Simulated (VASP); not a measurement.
Write the native input for VASP 6.6.1 that does the following.

| Quantity | Value |
| --- | --- |
| Task | single point |
| Functional | r2SCAN |
| Potentials or basis | VASP PAW PBE potentials, release 64 (C) |
| Cutoff | 520 eV |
| k mesh | 10 × 10 × 3 |
| Occupations | gaussian, width 0.05 eV |
| Spin | no spin polarisation |
| Dipole correction | no |
| Further INCAR settings | ALGO = Normal; EDIFF = 1e-06; NBANDS = 31; ISYM = 0 |

The system is C.

```
C
1.0
    -2.51134    0.00000    0.00000
    -1.25567   -2.17488    0.00000
     1.25567    0.72496   13.33600
C
10
Cartesian
  0.7526 0.4345 6.9649
  -3.0144 -1.7403 5.4258
  0.7526 0.4345 9.5658
  -3.0144 -1.7403 2.8250
  -0.5030 -0.2904 0.7701
  -3.0144 -1.7403 1.2847
  -0.5030 -0.2904 7.4828
  -1.7587 -1.0154 4.9080
  -0.5030 -0.2904 9.0481
  -1.7587 -1.0154 3.3427
```

This cell differs from its parent crystal: the distance across one plane changed.

These files were run (other wordings do the same):

POSCAR

```
C
1.0
   -2.5113391176      0.0000000000      0.0000000000
   -1.2556695588     -2.1748834734      0.0000000000
    1.2556695588      0.7249611578     13.3359979276
C
10
Direct
   -0.0257111061     -0.0257111061      0.5222666817
    0.9358190705      0.9358190705      0.4068572116
    0.0392982399      0.0392982399      0.7172947197
    0.8708097245      0.8708097245      0.2118291736
    0.1527817719      0.1527817719      0.0577453158
    0.8323112072      0.8323112072      0.0963336215
    0.3205670618      0.3205670618      0.5611011853
    0.5895409027      0.5895409027      0.3680227080
    0.3596908498      0.3596908498      0.6784725495
    0.5504171146      0.5504171146      0.2506513438
```

INCAR.step1

```
PREC     = Accurate       # precision mode
ENCUT    = 520            # plane-wave cutoff, eV
ISMEAR   = 0              # smearing method
SIGMA    = 0.05           # smearing width, eV
LREAL    = F              # projectors in reciprocal space
LASPH    = T              # aspherical terms in the spheres
NELM     = 80             # most SCF steps
NBANDS   = 31             # bands
ISYM     = 0            
GGA      = PE             # functional
ALGO     = Normal         # electronic algorithm
EDIFF    = 1E-4           # SCF threshold, eV
LWAVE    = T              # write WAVECAR
LCHARG   = F              # write CHGCAR
```

INCAR.step2

```
PREC     = Accurate       # precision mode
ENCUT    = 520            # plane-wave cutoff, eV
EDIFF    = 1E-6           # SCF threshold, eV
ISMEAR   = 0              # smearing method
SIGMA    = 0.05           # smearing width, eV
LREAL    = F              # projectors in reciprocal space
LASPH    = T              # aspherical terms in the spheres
NELM     = 80             # most SCF steps
ALGO     = Normal         # electronic algorithm
ISIF     = 2              # what is computed and relaxed
LWAVE    = F              # write WAVECAR
LCHARG   = F              # write CHGCAR
METAGGA  = R2SCAN         # meta-GGA
LMIXTAU  = T            
NBANDS   = 31             # bands
ISYM     = 0            
ISTART   = 1
```

KPOINTS

```
Automatic mesh
0
Gamma
  10 10 3
```

Potentials or basis: VASP PAW PBE potentials, release 64 (C).

Command:

```sh
$ cat potpaw_PBE.64/C/POTCAR > POTCAR
$ cp INCAR.step1 INCAR
$ mpirun -np 1 vasp_std > vasp.out
$ cp INCAR.step2 INCAR
$ mpirun -np 1 vasp_std > vasp.out
```

It gave:

* Pressure: -2.2 GPa
* Largest force: 4.828 eV/Å
* Band gap on the k mesh: zero (bands 20 and 21 overlap by 0.31 eV)

Caveat: the cell differs from its parent crystal (the distance across one plane changed); the PAW data sets were made with another functional, which shifts forces and pressure a little.

Run time: 22 min on 1 thread of Intel(R) Xeon(R) 6975P-C (Granite Rapids), with other jobs on the host, peak memory 0.34 GiB.
